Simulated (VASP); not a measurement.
# CdS (Pmmn) in VASP: further runs, part 2 of 3

VASP 6.6.1.

### Step 3. Single point, PBEsol

This run uses another cell than the first one, of 19.26 Å³/atom.

Input file INCAR:

```
SYSTEM = CdS
PREC = Accurate ; ENCUT = 500
EDIFF = 1E-6 ; ISMEAR = 0
SIGMA = 0.01 ; LREAL = .FALSE.
LASPH = .TRUE. ; NELM = 120
ALGO = Normal ; ISIF = 2
LWAVE = .FALSE. ; LCHARG = .FALSE.
GGA = PS ; NBANDS = 26
GGA_COMPAT = .FALSE.
```

Input file KPOINTS:

```
regular mesh
0
G
  6 4 6
  0 0 0
```

Input file POSCAR:

```
CdS
1.0
    3.7915791837      0.0000000000      0.0000000000
    0.0000000000      5.3604135898      0.0000000000
    0.0000000000      0.0000000000      3.7912485035
Cd S
2 2
Direct
    0.5000000000      0.5000000000      0.2430300000
    0.0000000000      0.0000000000      0.7569700000
    0.5000000000      0.0000000000      0.2551600000
    0.0000000000      0.5000000000      0.7448400000
```

Potentials or basis: VASP PAW PBE potentials, release 64 (Cd, S).

Launch:

```console
> cat potpaw_PBE.64/Cd/POTCAR potpaw_PBE.64/S/POTCAR > POTCAR
> mpirun -np 1 vasp_std > vasp.out
```

OUTCAR:

```text
SYSTEM = CdS
   PREC = Accurate
   ENCUT = 500
   EDIFF = 1E-6
   ISMEAR = 0
   LREAL = .FALSE.
   LASPH = .TRUE.
   NELM = 120
   ISIF = 2
   GGA = PS

 ion  position               nearest neighbor table
   1  0.500  0.500  0.243-   4 2.68   4 2.68   3 2.68   3 2.68   4 2.69   4 2.69   2 3.76   2 3.76
                             2 3.76   2 3.76
   2  0.000  0.000  0.757-   3 2.68   3 2.68   4 2.68   4 2.68   3 2.69   3 2.69   1 3.76   1 3.76
                             1 3.76   1 3.76
   3  0.500  0.000  0.255-   2 2.68   2 2.68   1 2.68   1 2.68   2 2.69   2 2.69
   4  0.000  0.500  0.745-   1 2.68   1 2.68   2 2.68   2 2.68   1 2.69   1 2.69

  LATTYP: Found a simple orthorhombic cell.
 ALAT       =     3.7912485035
 B/A-ratio  =     1.0000872220
 C/A-ratio  =     1.4138913830

  Lattice vectors:

 A1 = (   0.0000000000,   0.0000000000,   3.7912485035)
 A2 = (   3.7915791837,   0.0000000000,   0.0000000000)
 A3 = (   0.0000000000,   5.3604135898,   0.0000000000)

Analysis of symmetry for initial positions (statically):
=====================================================================
 Subroutine PRICEL returns:
 Original cell was already a primitive cell.

 Routine SETGRP: Setting up the symmetry group for a
 simple orthorhombic supercell.

 Subroutine GETGRP returns: Found  8 space group operations
 (whereof  4 operations were pure point group operations)
 out of a pool of  8 trial point group operations.

The static configuration has the point symmetry C_2v.
 The point group associated with its full space group is D_2h.

Analysis of symmetry for dynamics (positions and initial velocities):
=====================================================================
 Subroutine PRICEL returns:
 Original cell was already a primitive cell.

 Routine SETGRP: Setting up the symmetry group for a
 simple orthorhombic supercell.

 Subroutine GETGRP returns: Found  8 space group operations
 (whereof  4 operations were pure point group operations)
 out of a pool of  8 trial point group operations.

The dynamic configuration has the point symmetry C_2v.
 The point group associated with its full space group is D_2h.

 Subroutine INISYM returns: Found  8 space group operations
 (whereof  4 operations are pure point group operations),
 and found     1 'primitive' translations

----------------------------------------------------------------------------------------

                                     Primitive cell

  volume of cell :      77.0550

  direct lattice vectors                    reciprocal lattice vectors
     3.791579184  0.000000000  0.000000000     0.263742349  0.000000000  0.000000000
     0.000000000  5.360413590  0.000000000     0.000000000  0.186552769  0.000000000
     0.000000000  0.000000000  3.791248503     0.000000000  0.000000000  0.263765353

  length of vectors
     3.791579184  5.360413590  3.791248503     0.263742349  0.186552769  0.263765353

  position of ions in fractional coordinates (direct lattice)
     0.500000000  0.500000000  0.243030000
     0.000000000  0.000000000  0.756970000
     0.500000000  0.000000000  0.255160000
     0.000000000  0.500000000  0.744840000

  ion indices of the primitive-cell ions
   primitive index   ion index
                 1           1
                 2           2
                 3           3
                 4           4

----------------------------------------------------------------------------------------

 KPOINTS: regular mesh

[... 28 lines left out ...]
  0.000000  0.250000  0.000000      2.000000
  0.166667  0.250000  0.000000      4.000000
[... 16 lines left out ...]
  0.333333  0.500000  0.166667      4.000000
  0.500000  0.500000  0.166667      2.000000
 [... further k-points ...]
   k-points           NKPTS =     48   k-points in BZ     NKDIM =     48   number of bands    NBANDS=     26
   number of dos      NEDOS =    301   number of ions     NIONS =      4
   total plane-waves  NPLWV =  31360
   dimension x,y,z NGX =    28 NGY =   40 NGZ =   28
   dimension x,y,z NGXF=    56 NGYF=   80 NGZF=   56
   ions per type =               2   2
   NGX,Y,Z   is equivalent  to a cutoff of  12.28, 12.41, 12.28 a.u.
   NGXF,Y,Z  is equivalent  to a cutoff of  24.55, 24.81, 24.56 a.u.
 SYSTEM =  CdS
   PREC   = accura    normal or accurate (medium, high low for compatibility)
   ISTART =      0    job   : 0-new  1-cont  2-samecut
   ICHARG =      2    charge: 1-file 2-atom 10-const
   ISPIN  =      1    spin polarized calculation?
   LNONCOLLINEAR =      F non collinear calculations
   LSORBIT =      F    spin-orbit coupling
   LASPH  =      T    aspherical Exc in radial PAW
   ENCUT  =  500.0 eV  36.75 Ry    6.06 a.u.   6.91  9.77  6.91*2*pi/ulx,y,z
   NELM   =    120;   NELMIN=  2; NELMDL= -5     # of ELM steps
   EDIFF  = 0.1E-05   stopping-criterion for ELM
   LREAL  =      F    real-space projection
   EDIFFG = 0.1E-04   stopping-criterion for IOM
   NSW    =      0    number of steps for IOM
   IBRION =     -1    ionic relax: 0-MD 1-quasi-New 2-CG
   NFREE  =      0    steps in history (QN), initial steepest desc. (CG)
   ISIF   =      2    stress and relaxation
   ISYM   =      2    0-nonsym 1-usesym 2-fastsym
   POTIM  = 0.5000    time-step for ionic-motion
   TEBEG  =    0.0;   TEEND  =   0.0 temperature during run
   PSTRESS=    0.0 pullay stress
   NELECT =      36.0000    total number of electrons
   NUPDOWN=      -1.0000    fix difference up-down
   EMIN   =  10.00;   EMAX   =-10.00  energy-range for DOS
   EFERMI =   0.00;   METHOD = LEGACY
   ISMEAR =     0;   SIGMA  =   0.01  broadening in eV -4-tet -1-fermi 0-gaus
   EFERMI_NEDOS =   21; number of points for ismear=-14 and -15
   IALGO  =     38    algorithm
   IMIX   =      4    mixing-type and parameters
     AMIX     =   0.40;   BMIX     =  1.00
     AMIX_MAG =   1.60;   BMIX_MAG =  1.00
  volume/ion in A,a.u.               =      19.26       130.00
  Fermi-wavevector in a.u.,A,eV,Ry     =   1.270307  2.400533 21.955456  1.613680
  Thomas-Fermi vector in A             =   2.403302
   LORBIT       =      0    0 simple, 1 ext, 2 COOP (PROOUT), +10 PAW based schemes
   GGA     = PS    functional components
   LHFCALC =     F    Hartree Fock is set to
   AEXX    =    0.0000 exact exchange contribution
   IVDW    =     0    specifies the selected vdW correction
   LEPSILON=     F    determine dielectric tensor
   LRPA    =     F    only Hartree local field effects (RPA)
 non-spin polarized calculation
 Gauss-broadening in eV      SIGMA  =   0.01
  energy-cutoff  :      500.00
  volume of cell :       77.05
 maximum number of plane-waves:      1984
 NGX is ok and might be reduce to    28
   NGX = 13   NGY = 19   NGZ = 13

 number of electron      35.9999992 magnetization

 Free energy of the ion-electron system (eV)
  ---------------------------------------------------
  ext. energy  EPLUGINS =         0.00000000
  ---------------------------------------------------
  free energy    TOTEN  =       -13.27244919 eV

  energy without entropy =      -13.27244919  energy(sigma->0) =      -13.27244919

 E-fermi :   3.5071     XC(G=0): -10.9054

 val. band max:        3.4417311866   @ k =   0.5000   0.5000   0.0000
 cond. band min:       3.5527630174   @ k =   0.5000   0.0000   0.5000
 fundamental gap:      0.1110318308
 Fermi energy:         3.5070694722

 k-point     1 :       0.0000    0.0000    0.0000
  band No.  band energies     occupation
      1      -9.8375      2.00000
      2      -8.7957      2.00000
      3      -4.5153      2.00000
      4      -4.3191      2.00000
      5      -4.3187      2.00000
      6      -4.3167      2.00000
[... 685 lines left out ...]
     25      11.6651      0.00000
     26      11.6651      0.00000

 [... further k-points ...]

------------------------ aborting loop because EDIFF is reached ----------------------------------------

  FORCE on cell =-STRESS in cart. coord.  units (eV):
  Direction    XX          YY          ZZ          XY          YZ          ZX
  --------------------------------------------------------------------------------------
  -------------------------------------------------------------------------------------
  Total        1.1465886      1.0920481      1.1441918      0.0000000      0.0000000      0.0000000
  in kB       23.8406183     22.7065777     23.7907819      0.0000000      0.0000000      0.0000000
  external PRESSURE =      23.4459926 kB  Pullay stress =       0.0000000 kB

 VOLUME and BASIS-vectors are now :
 -----------------------------------------------------------------------------
  energy-cutoff  :      500.00
  volume of cell :       77.05
      direct lattice vectors                 reciprocal lattice vectors
     3.791579184  0.000000000  0.000000000     0.263742349  0.000000000  0.000000000
     0.000000000  5.360413590  0.000000000     0.000000000  0.186552769  0.000000000
     0.000000000  0.000000000  3.791248503     0.000000000  0.000000000  0.263765353

 POSITION                                       TOTAL-FORCE (eV/Angst)
 -----------------------------------------------------------------------------------
      1.89579      2.68021      0.92139         0.000000      0.000000      0.025707
      0.00000      0.00000      2.86986         0.000000      0.000000     -0.025707
      1.89579      0.00000      0.96737         0.000000      0.000000     -0.012665
      0.00000      2.68021      2.82387         0.000000      0.000000      0.012665
 -----------------------------------------------------------------------------------
    total drift:                                0.000000      0.000000      0.000000

  FREE ENERGIE OF THE ION-ELECTRON SYSTEM (eV)
  ---------------------------------------------------
  free  energy   TOTEN  =       -13.2724491914 eV

  energy  without entropy=      -13.2724491914  energy(sigma->0) =      -13.27244919
```

stdout:

```text
POSCAR found type information on POSCAR CdS
 POSCAR found :  2 types and       4 ions
 scaLAPACK will be used
 -----------------------------------------------------------------------------
|                                                                             |
|                                                                             |
|     You enforced a specific xc type in the INCAR file but a different       |
|     I HOPE YOU KNOW WHAT YOU ARE DOING!                                     |
|                                                                             |
 -----------------------------------------------------------------------------

 LDA part: xc-table for (Slater+PW92), standard interpolation
 POSCAR, INCAR and KPOINTS ok, starting setup
 FFT: planning ... GRIDC
 FFT: planning ... GRID_SOFT
 FFT: planning ... GRID
 WAVECAR not read
 entering main loop
```

Run time: 38 s. Hardware: 1 thread of Intel Xeon Platinum 8488C (Sapphire Rapids), shared host; peak memory 0.22 GiB.

Results:

- Free energy: -13.2724 eV
- Pressure: 2.3 GPa
- Largest force: 0.026 eV/Å
- Band gap on the k mesh: 0.11 eV

Forces in eV/Å, atoms in the order of the input:
```
Cd   0.000  0.000  0.026
Cd   0.000  0.000 -0.026
S    0.000  0.000 -0.013
S    0.000  0.000  0.013
```

Caveat: the PAW data sets were made with another functional, which shifts forces and pressure a little.

### Step 4. Single point, PBEsol

This run uses another cell than the first one, of 20.10 Å³/atom.

Input file INCAR:

```
  ALGO = Normal
  EDIFF = 1E-6
  ENCUT = 500
  GGA = PS
  GGA_COMPAT = F
  ISIF = 2
  ISMEAR = 0
  LASPH = T
  LCHARG = T
  LELF = T
  LREAL = F
  LVHAR = T
  LWAVE = F
  NBANDS = 26
  NELM = 120
  PREC = Accurate
  SIGMA = 0.01
```

Input file KPOINTS:

```
k-points
0
Gamma
  6 4 6
```

Input file POSCAR:

```
CdS
1.0
    3.8457519196      0.0000000000      0.0000000000
    0.0000000000      5.4370012742      0.0000000000
    0.0000000000      0.0000000000      3.8454165148
Cd S
2 2
Direct
    0.5000000000      0.5000000000      0.2430300000
    0.0000000000      0.0000000000      0.7569700000
    0.5000000000      0.0000000000      0.2551600000
    0.0000000000      0.5000000000      0.7448400000
```

Potentials or basis: VASP PAW PBE potentials, release 64 (Cd, S).

Launch:

```console
> cat potpaw_PBE.64/Cd/POTCAR potpaw_PBE.64/S/POTCAR > POTCAR
> mpirun -np 1 vasp_std > vasp.out
```

OUTCAR:

```text
EDIFF = 1E-6
   ENCUT = 500
   GGA = PS
   ISIF = 2
   ISMEAR = 0
   LASPH = T
   LREAL = F
   NELM = 120
   PREC = Accurate

 ion  position               nearest neighbor table
   1  0.500  0.500  0.243-   4 2.71   4 2.71   3 2.72   3 2.72   4 2.72   4 2.72
   2  0.000  0.000  0.757-   3 2.71   3 2.71   4 2.72   4 2.72   3 2.72   3 2.72
   3  0.500  0.000  0.255-   2 2.71   2 2.71   1 2.72   1 2.72   2 2.72   2 2.72
   4  0.000  0.500  0.745-   1 2.71   1 2.71   2 2.72   2 2.72   1 2.72   1 2.72

  LATTYP: Found a simple orthorhombic cell.
 ALAT       =     3.8454165148
 B/A-ratio  =     1.0000872220
 C/A-ratio  =     1.4138913830

  Lattice vectors:

 A1 = (   0.0000000000,   0.0000000000,   3.8454165148)
 A2 = (   3.8457519196,   0.0000000000,   0.0000000000)
 A3 = (   0.0000000000,   5.4370012742,   0.0000000000)

Analysis of symmetry for initial positions (statically):
=====================================================================
 Subroutine PRICEL returns:
 Original cell was already a primitive cell.

[... 172 lines left out ...]

  energy without entropy =      -13.28293903  energy(sigma->0) =      -13.28293903

 E-fermi :   3.0692     XC(G=0): -10.6939

 val. band max:        2.9919047454   @ k =   0.5000   0.5000   0.0000
 cond. band min:       3.1173204377   @ k =   0.5000   0.0000   0.5000
 fundamental gap:      0.1254156923
 Fermi energy:         3.0691532099

 k-point     1 :       0.0000    0.0000    0.0000
  band No.  band energies     occupation
      1      -9.9596      2.00000
      2      -9.0001      2.00000
      3      -4.8244      2.00000
      4      -4.6533      2.00000
      5      -4.6530      2.00000
      6      -4.6512      2.00000
[... 685 lines left out ...]
     25      10.9970      0.00000
     26      10.9970      0.00000

 [... further k-points ...]

------------------------ aborting loop because EDIFF is reached ----------------------------------------

  FORCE on cell =-STRESS in cart. coord.  units (eV):
  Direction    XX          YY          ZZ          XY          YZ          ZX
  --------------------------------------------------------------------------------------
  -------------------------------------------------------------------------------------
  Total       -0.5918452     -0.6433772     -0.5962570      0.0000000      0.0000000      0.0000000
  in kB      -11.7932809    -12.8201218    -11.8811911      0.0000000      0.0000000      0.0000000
  external PRESSURE =     -12.1648646 kB  Pullay stress =       0.0000000 kB

 VOLUME and BASIS-vectors are now :
 -----------------------------------------------------------------------------
  energy-cutoff  :      500.00
  volume of cell :       80.41
      direct lattice vectors                 reciprocal lattice vectors
     3.845751920  0.000000000  0.000000000     0.260027173  0.000000000  0.000000000
     0.000000000  5.437001274  0.000000000     0.000000000  0.183924916  0.000000000
     0.000000000  0.000000000  3.845416515     0.000000000  0.000000000  0.260049853

 POSITION                                       TOTAL-FORCE (eV/Angst)
 -----------------------------------------------------------------------------------
      1.92288      2.71850      0.93455         0.000000      0.000000      0.022329
      0.00000      0.00000      2.91086         0.000000      0.000000     -0.022329
      1.92288      0.00000      0.98120         0.000000      0.000000     -0.020685
      0.00000      2.71850      2.86422         0.000000      0.000000      0.020685
 -----------------------------------------------------------------------------------
    total drift:                                0.000000      0.000000      0.000000

  FREE ENERGIE OF THE ION-ELECTRON SYSTEM (eV)
  ---------------------------------------------------
  free  energy   TOTEN  =       -13.2829390287 eV

  energy  without entropy=      -13.2829390287  energy(sigma->0) =      -13.28293903
```

OSZICAR:

```text
N       E                     dE             d eps       ncg     rms          rms(c)
DAV:   1     0.243643744937E+03    0.24364E+03   -0.17476E+04  2496   0.128E+03
DAV:   2    -0.188994784534E+01   -0.24553E+03   -0.23619E+03  2744   0.324E+02
DAV:   3    -0.142289925428E+02   -0.12339E+02   -0.12264E+02  2952   0.737E+01
DAV:   4    -0.143336030086E+02   -0.10461E+00   -0.10452E+00  2852   0.655E+00
DAV:   5    -0.143347435029E+02   -0.11405E-02   -0.11404E-02  2878   0.696E-01    0.107E+01
DAV:   6    -0.133253579607E+02    0.10094E+01   -0.18320E+00  3052   0.151E+01    0.883E+00
DAV:   7    -0.132907160981E+02    0.34642E-01   -0.55307E-01  2624   0.421E+00    0.431E+00
DAV:   8    -0.132848413282E+02    0.58748E-02   -0.67264E-02  2638   0.271E+00    0.435E-01
DAV:   9    -0.132830363059E+02    0.18050E-02   -0.11922E-02  2716   0.131E+00    0.939E-02
DAV:  10    -0.132829280848E+02    0.10822E-03   -0.95997E-04  2740   0.324E-01    0.706E-02
DAV:  11    -0.132829390043E+02   -0.10920E-04   -0.80658E-05  2718   0.528E-02    0.745E-02
DAV:  12    -0.132829390287E+02   -0.24362E-07   -0.38979E-07  1690   0.451E-03
   1 F= -.13282939E+02 E0= -.13282939E+02  d E =-.758954E-14
```

stdout:

```text
POSCAR found type information on POSCAR CdS
 POSCAR found :  2 types and       4 ions
 scaLAPACK will be used
 -----------------------------------------------------------------------------
|                                                                             |
|                                                                             |
|     You enforced a specific xc type in the INCAR file but a different       |
|     I HOPE YOU KNOW WHAT YOU ARE DOING!                                     |
|                                                                             |
 -----------------------------------------------------------------------------

 LDA part: xc-table for (Slater+PW92), standard interpolation
 POSCAR, INCAR and KPOINTS ok, starting setup
 FFT: planning ... GRIDC
 FFT: planning ... GRID_SOFT
 FFT: planning ... GRID
 WAVECAR not read
 entering main loop
```

Run time: 34 s. Hardware: 1 thread of Intel Xeon Platinum 8488C (Sapphire Rapids), shared host; peak memory 0.22 GiB.

What came out:

```
Free energy            : -13.2829 eV
Pressure               : -1.2 GPa
Largest force          : 0.022 eV/Å
Band gap on the k mesh : 0.13 eV
```

Forces in eV/Å, atoms in the order of the input:
```
Cd   0.000  0.000  0.022
Cd   0.000  0.000 -0.022
S    0.000  0.000 -0.021
S    0.000  0.000  0.021
```

Caveat: the PAW data sets were made with another functional, which shifts forces and pressure a little. A k mesh can miss the band edges.

(Continued in part 3 of 3.)
